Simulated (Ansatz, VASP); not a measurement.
# Sn2As2Se: VASP beside Ansatz

```xyz
5
Lattice="2.8343 -5.6045 0.0000 2.8343 5.6045 0.0000 0.0000 0.0000 5.0514" Properties=species:S:1:pos:R:3 pbc="T T T"
Sn    4.2593    0.0000    0.0000
Sn    1.4094    0.0000    0.0000
As    1.4172    2.8022    0.0000
As    1.4172   -2.8022    0.0000
Se    2.8343    0.0000    2.5257
```

Alike in both runs: functional PBE; k mesh 4 × 4 × 4; occupations gaussian, width 0.1 eV; no spin polarisation.

Ansatz relaxed the structure, and its values are those at the end. VASP's run is a single point on that final structure, the one shown.

|  | VASP | Ansatz |
| --- | --- | --- |
| version | VASP 6.6.1 | Ansatz 0.2.0 |
| potentials or method | VASP PAW PBE potentials, release 64 (Sn_d, As, Se), cutoff 520 eV | scalar-relativistic, plane waves, PAW |
| valence electrons in the cell | 44 | 74 |

```csv
,VASP,Ansatz,Ansatz less VASP
gap on the k mesh at the Fermi level (eV),none,none,-
pressure (GPa),0.1,0.1,0.00
rms of the force components (eV/Å),0.010,0.011,+0.0011
```

A gap of «none» marks a metal or a gap that the smearing closes. VASP's potentials hold 44 valence electrons a cell and Ansatz's 74, so a difference there can come from the potentials and not from the codes.
